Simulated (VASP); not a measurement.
Here is a VASP 6.6.1 calculation.

File INCAR:

```
SYSTEM = Rb
PREC = Accurate ; ENCUT = 520
EDIFF = 1E-7 ; ISMEAR = -1
SIGMA = 0.025 ; LREAL = .False.
LASPH = .True. ; NELM = 80
ALGO = Normal ; ISIF = 2
LWAVE = .False. ; LCHARG = .False.
GGA = CA ; NBANDS = 10
```

Contents of KPOINTS:

```
Automatic mesh
0
Gamma
  7 7 7
  0 0 0
```

File POSCAR:

```
Rb
1.0
   -2.9545118615      2.9545118615      2.7308451955
    2.9545118615     -2.9545118615      2.7308451955
    2.9545118615      2.9545118615     -2.7308451955
Rb
1
Direct
    0.0000000000      0.0000000000      0.0000000000
```

Potentials or basis: VASP PAW LDA potentials, release 64 (Rb_sv).

Run with:

```bash
$ cat potpaw_LDA.64/Rb_sv/POTCAR > POTCAR
$ mpirun -np 1 vasp_std > vasp.out
```

What does it give for the band gap on the k mesh?

Zero (an odd number of electrons rules out a gap without spin polarisation).

Predict the pressure.

-0.5 GPa.
